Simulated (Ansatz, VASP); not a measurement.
## Two plane-wave programs on W

INCAR

```
SYSTEM = W
PREC = Accurate ; ENCUT = 520
EDIFF = 1E-8 ; ISMEAR = -1
SIGMA = 0.05 ; LREAL = .False.
LASPH = .True. ; NELM = 80
ALGO = Normal ; ISIF = 2
LWAVE = .False. ; LCHARG = .False.
GGA = PE ; LEFG = .True.
NBANDS = 13
```

Contents of KPOINTS:

```
Automatic mesh
0
Gamma
  14 14 14
  0 0 0
```

The input POSCAR:

```
W
1.0
    0.0000000000      1.9691000000      2.0300000000
    1.9691000000      0.0000000000      2.0300000000
    1.9691000000      1.9691000000      0.0000000000
W
1
Direct
    0.0000000000      0.0000000000      0.0000000000
```

Input for Ansatz:

```yaml
crystal:
  lattice:
    - [0.0, 1.9691, 2.03]
    - [1.9691, 0.0, 2.03]
    - [1.9691, 1.9691, 0.0]
  atoms:
    - { symbol: W, position: [0.0, 0.0, 0.0] }
kpoints:
  mp_grid: { grid: [14, 14, 14] }
scf:
  occupations: { method: fermi_dirac, width: 0.05 }
hamiltonian:
  xc: pbe
  pseudopotentials: { kind: paw }
output:
  forces: true
  stress: true
  eigenvalues: true
  efg: { contact_densities: true }
```

Change from the starting cell: equal xx and yy strain of -3 %, PAW files.

Alike in both runs: task electric field gradients; functional PBE; k mesh 14 × 14 × 14; occupations fermi-dirac, width 0.05 eV; no spin polarisation.

|  | VASP | Ansatz |
| --- | --- | --- |
| version | VASP 6.6.1 | Ansatz 0.2.0 |
| potentials or method | VASP PAW PBE potentials, release 64 (W_sv) | PAW with Ansatz's default frozen-core files, scalar-relativistic |
| plane-wave cutoff (eV) | 520 | 420 |
| valence electrons in the cell | 14 | 14 |

Ansatz gave:

| Item | Value |
| --- | --- |
| pressure (GPa) | 13.7 |
| traceless stress, the component that is largest in VASP (GPa) | 5.53 |
| size of Vzz on the site where it differs most (V/Å²) | 22.9 |

Problem. Estimate VASP's values.

Solution. Pressure (GPa): 14.4; traceless stress, the component that is largest in VASP (GPa): 5.59; size of Vzz on the site where it differs most (V/Å²): 24.9.

Neither program's run includes spin-orbit coupling.
